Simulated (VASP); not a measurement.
Write the native input for VASP 6.6.1 that does the following.

- Task: single point
- Functional: revPBE
- Potentials or basis: VASP PAW PBE potentials, release 64 (Cd)
- Cutoff: 520 eV
- k mesh: 14 × 14 × 14
- Occupations: fermi-dirac, width 0.1 eV
- Spin: no spin polarisation
- Dipole correction: no
- Further INCAR settings: ALGO = Normal; EDIFF = 1e-07; NBANDS = 12

The structure of Cd lies in POSCAR:

```
Cd
1.0
   -1.7793482203      1.7793482203      1.7793482203
    1.7793482203     -1.7793482203      1.7793482203
    1.7793482203      1.7793482203     -1.7793482203
Cd
1
Direct
    0.0000000000      0.0000000000      0.0000000000
```

This cell differs from its parent crystal: volume scaled by 0.92.

These files were run (other wordings do the same):

INCAR

```
SYSTEM = Cd
PREC = Accurate
ENCUT = 520
EDIFF = 1E-7
ISMEAR = -1
SIGMA = 0.1
LREAL = .False.
LASPH = .True.
NELM = 60
ALGO = Normal
ISIF = 2
LWAVE = .False.
LCHARG = .False.
GGA = RE
NBANDS = 12
```

KPOINTS

```
regular mesh
0
Gamma
  14 14 14
  0 0 0
```

Potentials or basis: VASP PAW PBE potentials, release 64 (Cd).

Launch:

```console
$ cat potpaw_PBE.64/Cd/POTCAR > POTCAR
$ mpirun -np 1 vasp_std > vasp.out
```

Results of the run:

```
Pressure               : 3.6 GPa
Band gap on the k mesh : zero (band 6 reaches 6.22 eV, above the bottom of band 7 at 1.84 eV)
```

Caveat: the PAW data sets were made with another functional, which shifts forces and pressure a little.

Wall time 13 s on 1 thread of AMD EPYC 9R14 (Zen 4), on a shared host, peak memory 0.12 GiB.
